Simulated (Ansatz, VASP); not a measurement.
**One calculation of Si2Ni, two programs**

Contents of INCAR:

```
SYSTEM = Si2Ni
PREC = Accurate
ENCUT = 520
EDIFF = 1E-6
ISMEAR = -1
SIGMA = 0.05
LREAL = .False.
LASPH = .True.
NELM = 150
ALGO = Normal
ISIF = 2
LWAVE = .False.
LCHARG = .True.
ISPIN = 2
MAGMOM = 0 0 0
LORBIT = 11
NUPDOWN = 0.0
LMAXMIX = 4
GGA = PS
LELF = .True.
LVHAR = .True.
NBANDS = 20
```

The input KPOINTS:

```
Automatic mesh
0
Gamma
  7 7 7
  0 0 0
```

Contents of POSCAR:

```
Si2Ni
1.0
    0.0000000000      2.7030000000      2.7030000000
    2.7030000000      0.0000000000      2.7030000000
    2.7030000000      2.7030000000      0.0000000000
Ni Si
1 2
Direct
    0.0000000000      0.0000000000      0.0000000000
    0.7500000000      0.7500000000      0.7500000000
    0.2500000000      0.2500000000      0.2500000000
```

Contents of input.yaml:

```yaml
crystal:
  lattice:
    - [0.0, 2.703, 2.703]
    - [2.703, 0.0, 2.703]
    - [2.703, 2.703, 0.0]
  atoms:
    - { symbol: Ni, position: [0.0, 0.0, 0.0] }
    - { symbol: Si, position: [0.75, 0.75, 0.75] }
    - { symbol: Si, position: [0.25, 0.25, 0.25] }
hamiltonian:
  xc: pbesol
  pseudopotentials: { kind: paw }
magnetization:
  spin_polarized: true
  initial_magnetization: 0.0
  spin_locking: { lock_magnetization: hard }
kpoints:
  mp_grid: { grid: [7, 7, 7] }
scf:
  occupations: { method: fermi_dirac, width: 0.05 }
  lower_state_search: "off"
output:
  forces: true
  stress: true
  eigenvalues: true
```

Alike in both runs: task single point; functional PBEsol; k mesh 7 × 7 × 7; occupations fermi-dirac, width 0.05 eV; collinear spin; fixed moment 0 μB.

|  | VASP | Ansatz |
| --- | --- | --- |
| version | VASP 6.6.1 | Ansatz 0.2.0 |
| potentials or method | VASP PAW PBE potentials, release 64 (Ni, Si) | Ansatz PAW |
| plane-wave cutoff (eV) | 520 | 420 |
| valence electrons in the cell | 18 | 26 |

Ansatz gave:

* pressure (GPa): -1.6
* net moment per atom (μB): 0.00

Q: Which values does VASP return?

A: Pressure (GPa): -1.3; net moment per atom (μB): 0.00.

VASP's potentials were made for PBE, not for PBEsol. The functional is the same, so the differences come from potentials, cutoffs and numerics. VASP's potentials hold 18 valence electrons a cell and Ansatz's 26, so a difference there can come from the potentials and not from the codes.
